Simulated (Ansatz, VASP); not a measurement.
SnAs2 in VASP and in Ansatz

```
Sn As
1.0
     0.00000    3.37324    3.37324
     3.37324    0.00000    3.37324
     3.37324    3.37324    0.00000
Sn As
1 2
Direct
  0.00000 0.00000 0.00000
  0.25000 0.25000 0.25000
  0.75000 0.75000 0.75000
```

Change from the starting cell: species swapped into the Mg2Ge type (Fm-3m, No. 225).

Alike in both runs: functional PBE; k mesh 12 × 12 × 12; occupations gaussian, width 0.1 eV; no spin polarisation.

Ansatz relaxed the structure, and its values are those at the end. VASP's run is a single point on that final structure, the one shown.

|  | VASP | Ansatz |
| --- | --- | --- |
| version | VASP 6.6.1 | Ansatz 0.2.0 |
| potentials or method | VASP PAW PBE potentials, release 64 (Sn_d, As), cutoff 520 eV | scalar-relativistic, plane waves, PAW |
| valence electrons in the cell | 24 | 44 |

```csv
,VASP,Ansatz,Ansatz less VASP
gap on the k mesh at the Fermi level (eV),none,none,-
pressure (GPa),0.0,0.0,-0.04
```

A gap of «none» marks a metal or a gap that the smearing closes. VASP's potentials hold 24 valence electrons a cell and Ansatz's 44, so a difference there can come from the potentials and not from the codes.
